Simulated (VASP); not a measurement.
Here is a VASP 6.6.1 calculation.

The input INCAR:

```
PREC     = Accurate       # precision mode
ENCUT    = 520            # plane-wave cutoff, eV
EDIFF    = 1E-6           # SCF threshold, eV
ISMEAR   = -1             # smearing method
SIGMA    = 0.05           # smearing width, eV
LREAL    = F              # projectors in reciprocal space
LASPH    = T              # aspherical terms in the spheres
NELM     = 60             # most SCF steps
ALGO     = Normal         # electronic algorithm
ISIF     = 2              # what is computed and relaxed
LWAVE    = F              # write WAVECAR
LCHARG   = F              # write CHGCAR
GGA      = PE             # functional
NBANDS   = 38             # bands
```

File KPOINTS:

```
Automatic mesh
0
Gamma
  5 5 5
```

POSCAR

```
ScSiRh3
1.0
    4.3986751702      0.0000000000      0.0000000000
    0.0000000000      4.3986751702      0.0000000000
    0.0000000000      0.0000000000      4.3986751702
Sc Si Rh
1 1 3
Direct
    0.0000000000      0.0000000000      0.0000000000
    0.5000000000      0.5000000000      0.5000000000
    0.5000000000      0.5000000000      0.0000000000
    0.0000000000      0.5000000000      0.5000000000
    0.5000000000      0.0000000000      0.5000000000
```

Potentials or basis: VASP PAW PBE potentials, release 64 (Sc_sv, Si, Rh_pv).

Run with:

```bash
$ cat potpaw_PBE.64/Sc_sv/POTCAR potpaw_PBE.64/Si/POTCAR potpaw_PBE.64/Rh_pv/POTCAR > POTCAR
$ mpirun -np 1 vasp_std > vasp.out
```

(1) Estimate the pressure.

(2) What does it give for the band gap on the k mesh?

## Answers

(1) 0.2 GPa.

(2) zero (bands 30 and 31 overlap by 0.13 eV).
